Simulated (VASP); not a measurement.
Wanted: the native input for a VASP 6.6.1 run.

* Task: single point
* Functional: PBE
* Potentials or basis: VASP PAW PBE potentials, release 64 (Na_pv, Cl)
* Cutoff: 520 eV
* k mesh: 8 × 8 × 8
* Occupations: gaussian, width 0.05 eV
* Spin: no spin polarisation
* Dipole correction: no
* Further INCAR settings: ALGO = Normal; EDIFF = 1e-06; NBANDS = 14

The structure of NaCl lies in POSCAR:

```
NaCl
1.0
    0.0000000000      2.6193687500      2.8317500000
    3.0441312500      0.0000000000      2.8317500000
    3.0441312500      2.6193687500      0.0000000000
Na Cl
1 1
Direct
    0.0000000000      0.0000000000      0.0000000000
    0.5000000000      0.5000000000      0.5000000000
```

This cell differs from its parent crystal: strain +0.0750 x Voigt [1, -1, 0, 0, 0, 0].

The input as run:

INCAR

```
PREC     = Accurate       # precision mode
ENCUT    = 520            # plane-wave cutoff, eV
EDIFF    = 1E-6           # SCF threshold, eV
ISMEAR   = 0              # smearing method
SIGMA    = 0.05           # smearing width, eV
LREAL    = False          # projectors in reciprocal space
LASPH    = True           # aspherical terms in the spheres
NELM     = 60             # most SCF steps
ALGO     = Normal         # electronic algorithm
ISIF     = 2              # what is computed and relaxed
LWAVE    = False          # write WAVECAR
LCHARG   = False          # write CHGCAR
GGA      = PE             # functional
NBANDS   = 14             # bands
```

KPOINTS

```
Automatic mesh
0
Gamma
  8 8 8
```

Potentials or basis: VASP PAW PBE potentials, release 64 (Na_pv, Cl).

Launch:

```sh
$ cat potpaw_PBE.64/Na_pv/POTCAR potpaw_PBE.64/Cl/POTCAR > POTCAR
$ mpirun -np 1 vasp_std > vasp.out
```

Results of the run:

The pressure is 1.7 GPa. The band gap on the k mesh is 5.07 eV, direct.

Caveat: the cell differs from its parent crystal (strain +0.0750 x Voigt [1, -1, 0, 0, 0, 0]).

Wall time 40 s on 1 thread of Intel(R) Xeon(R) Platinum 8559C (Emerald Rapids), on a shared host, peak memory 0.19 GiB.
